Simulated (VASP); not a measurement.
Input of a VASP 6.6.1 run:

File INCAR:

```
PREC = Accurate ; ENCUT = 520
EDIFF = 1E-6 ; ISMEAR = 0
SIGMA = 0.1 ; LREAL = False
LASPH = True ; NELM = 100
ALGO = Normal ; ISIF = 2
LWAVE = False ; LCHARG = False
GGA = PE ; NBANDS = 24
```

File KPOINTS:

```
Automatic mesh
0
Gamma
  6 6 6
```

The input POSCAR:

```
Ge2N
1.0
    4.2903779800      0.0000000000      0.0000000000
   -2.1451889900      3.7155763200      0.0000000000
    0.0000000000      0.0000000000      3.0006282400
Ge N
2 1
Direct
    0.3333333300      0.6666666700      0.4199999900
    0.6666666700      0.3333333300      0.5800000100
    0.0000000000      0.0000000000      0.0000000000
```

Potentials or basis: VASP PAW PBE potentials, release 64 (Ge_d, N).

Run with:

```bash
$ cat potpaw_PBE.64/Ge_d/POTCAR potpaw_PBE.64/N/POTCAR > POTCAR
$ mpirun -np 1 vasp_std > vasp.out
```

Question: Estimate the band gap on the k mesh.

Answer: Zero (an odd number of electrons rules out a gap without spin polarisation).

Question: What does it give for the pressure?

Answer: -4.8 GPa.

Forces on the atoms (eV/Å):
```
Ge   0.000  0.000 -0.573
Ge   0.000  0.000  0.573
N    0.000  0.000  0.000
```

Caveat: the cell stands under tension.
